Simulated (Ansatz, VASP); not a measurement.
K3Pd: VASP beside Ansatz

```xyz
4
Lattice="5.4450 0.0000 0.0000 0.0000 5.4450 0.0000 0.0000 0.0000 5.4450" Properties=species:S:1:pos:R:3 pbc="T T T"
K     2.7225    2.7225    0.0000
K     2.7225    0.0000    2.7225
K     0.0000    2.7225    2.7225
Pd    0.0000    0.0000    0.0000
```

Alike in both runs: task single point; functional PBE; dispersion D4; k mesh 2 × 2 × 2; occupations gaussian, width 0.1 eV; no spin polarisation.

```csv
,VASP,Ansatz
version,VASP 6.6.1,Ansatz 0.2.0
potentials or method,"VASP PAW PBE potentials, release 64 (K_sv, Pd)","scalar-relativistic, plane waves"
plane-wave cutoff (eV),520,1116
valence electrons in the cell,37,45
```

```tsv
	VASP	Ansatz	Ansatz less VASP
gap on the k mesh at the Fermi level (eV)	none	none	-
pressure (GPa)	-0.6	-0.6	0.00
```

A gap of «none» marks a metal or a gap that the smearing closes. VASP's potentials hold 37 valence electrons a cell and Ansatz's 45, so a difference there can come from the potentials and not from the codes. Ansatz's warnings: dispersion switch in reach.

The k mesh is coarse, so the values compare programs but aren't converged.
